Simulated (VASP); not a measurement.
Li2S:

```
Li S
1.0
     0.00000    2.84529    2.84529
     2.84529    0.00000    2.84529
     2.84529    2.84529    0.00000
Li S
2 1
Cartesian
  1.4226 1.4226 1.4226
  4.2679 4.2679 4.2679
  0.0000 0.0000 0.0000
```

Base run:

```yaml
Program: VASP 6.6.1
Functional: r2SCAN
Potentials_or_basis: VASP PAW PBE potentials, release 64 (Li_sv, S)
Cutoff: 830 eV
k_mesh: 8 × 8 × 8
Occupations: gaussian, width 0.01 eV
Spin: no spin polarisation
```

Its results: band gap on the k mesh 3.86 eV (least direct gap 5.05 eV); pressure -0.2 GPa.

**Question.** The run is repeated on the same cell with these changes: functional from r2SCAN to HF; cutoff from 830 eV to 650 eV; k mesh from 8 × 8 × 8 to 6 × 6 × 6. What comes out?

**Answer.** Band gap on the k mesh 10.47 eV (least direct gap 11.84 eV); pressure 1.9 GPa.

Several settings changed at once.

Caveats: the PAW data sets were made with another functional, which shifts forces and pressure a little.

A k mesh can miss the band edges.
